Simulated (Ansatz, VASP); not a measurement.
# Nb in VASP and in Ansatz

INCAR

```
SYSTEM = Nb
PREC     = Accurate       ! precision mode
ENCUT    = 520            ! plane-wave cutoff, eV
EDIFF    = 1E-8           ! SCF threshold, eV
ISMEAR   = -1             ! smearing method
SIGMA    = 0.08           ! smearing width, eV
LREAL    = .False.        ! projectors in reciprocal space
LASPH    = .True.         ! aspherical terms in the spheres
NELM     = 100            ! most SCF steps
ALGO     = Normal         ! electronic algorithm
ISIF     = 2              ! what is computed and relaxed
LWAVE    = .False.        ! write WAVECAR
LCHARG   = .False.        ! write CHGCAR
GGA      = PS             ! functional
LEFG     = .True.       
NBANDS   = 12             ! bands
```

File KPOINTS:

```
Automatic mesh
0
Gamma
  13 13 13
  0 0 0
```

The input POSCAR:

```
Nb
1.0
    0.0000000000      2.1150000000      2.1573000000
    2.1150000000      0.0000000000      2.1573000000
    2.1150000000      2.1150000000      0.0000000000
Nb
1
Direct
    0.0000000000      0.0000000000      0.0000000000
```

Input for Ansatz:

```yaml
crystal:
  lattice:
    - [0.0, 2.115, 2.1573]
    - [2.115, 0.0, 2.1573]
    - [2.115, 2.115, 0.0]
  atoms:
    - { symbol: Nb, position: [0.0, 0.0, 0.0] }
kpoints:
  mp_grid: { grid: [13, 13, 13] }
scf:
  occupations: { method: fermi_dirac, width: 0.08 }
hamiltonian:
  xc: pbesol
  pseudopotentials: { kind: paw }
output:
  forces: true
  stress: true
  eigenvalues: true
  efg: { contact_densities: true }
  write_density: true
  write_potential: true
  elf: true
  volumetric_format: npy
```

Change from the starting cell: zz strain of +2 %, PAW files.

Alike in both runs: task electric field gradients; functional PBEsol; k mesh 13 × 13 × 13; occupations fermi-dirac, width 0.08 eV; no spin polarisation.

|  | VASP | Ansatz |
| --- | --- | --- |
| version | VASP 6.6.1 | Ansatz 0.2.0 |
| potentials or method | VASP PAW PBE potentials, release 64 (Nb_sv) | PAW with Ansatz's default frozen-core files, scalar-relativistic |
| plane-wave cutoff (eV) | 520 | 420 |
| valence electrons in the cell | 13 | 13 |

|  | VASP | Ansatz | Ansatz less VASP |
| --- | --- | --- | --- |
| pressure (GPa) | -9.9 | -9.6 | +0.26 |
| traceless stress, the component that is largest in VASP (GPa) | 2.96 | 2.99 | +0.027 |
| size of Vzz on the site where it differs most (V/Å²) | 10.1 | 10.1 | -0.05 |

VASP's potentials were made for PBE, not for PBEsol.
